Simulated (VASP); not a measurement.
**GaCo: single point with PBEsol**

Crystal: GaCo.

```
Ga Co
1.0
     2.87800    0.00000    0.00000
     0.00000    2.87800    0.00000
     0.00000    0.00000    2.87800
Ga Co
1 1
Direct
  0.50000 0.50000 0.50000
  0.00000 0.00000 0.00000
```

* Program: VASP 6.6.1
* Task: single point
* Functional: PBEsol
* Potentials or basis: VASP PAW PBE potentials, release 64 (Ga_d, Co)
* Cutoff: 520 eV
* k mesh: 8 × 8 × 8
* Occupations: fermi-dirac, width 0.1 eV
* Spin: collinear spin, ferromagnetic start
* Starting moments: [0.0, 2.5] μB

The pressure is -6.9 GPa and the band gap on the k mesh is zero (filled and empty bands overlap). The net moment is 0.00 μB per cell and the valence electrons inside the program's atomic spheres are Ga 11.79; Co 8.35.

Levels at points of the mesh, in eV from the Fermi level:
Spin up:
| k point | band 8 | band 9 | band 10 | band 11 | band 12 | band 13 | band 14 | band 15 |
| --- | --- | --- | --- | --- | --- | --- | --- | --- |
| (0.00, 0.00, 0.00) | -2.54 | -0.70 | -0.70 | -0.70 | 5.19 | 5.19 | 5.19 | 11.09 |
| (0.50, 0.00, 0.00) | -2.31 | -1.72 | -1.72 | -0.69 | 0.12 | 10.64 | 10.64 | 11.66 |
| (0.50, 0.50, 0.00) | -3.12 | -2.46 | -1.19 | -1.19 | -0.23 | 2.29 | 3.17 | 11.53 |
| (0.50, 0.50, 0.50) | -4.07 | -0.19 | -0.19 | 0.64 | 3.86 | 3.86 | 3.86 | 4.81 |
Spin down:
| k point | band 8 | band 9 | band 10 | band 11 | band 12 | band 13 | band 14 | band 15 |
| --- | --- | --- | --- | --- | --- | --- | --- | --- |
| (0.00, 0.00, 0.00) | -2.53 | -0.69 | -0.69 | -0.69 | 5.19 | 5.19 | 5.19 | 11.09 |
| (0.50, 0.00, 0.00) | -2.31 | -1.72 | -1.72 | -0.69 | 0.12 | 10.64 | 10.64 | 11.66 |
| (0.50, 0.50, 0.00) | -3.12 | -2.45 | -1.19 | -1.19 | -0.23 | 2.29 | 3.17 | 11.53 |
| (0.50, 0.50, 0.50) | -4.07 | -0.19 | -0.19 | 0.64 | 3.86 | 3.86 | 3.86 | 4.81 |

Wall time 47 s on 1 thread of Intel(R) Xeon(R) Platinum 8259CL CPU @ 2.50GHz (Skylake/Cascade Lake), with other jobs on the host, peak memory 0.16 GiB.

Caveat: the starting moments collapsed, and a magnetic state may lie lower; the PAW data sets were made with another functional, which shifts forces and pressure a little.
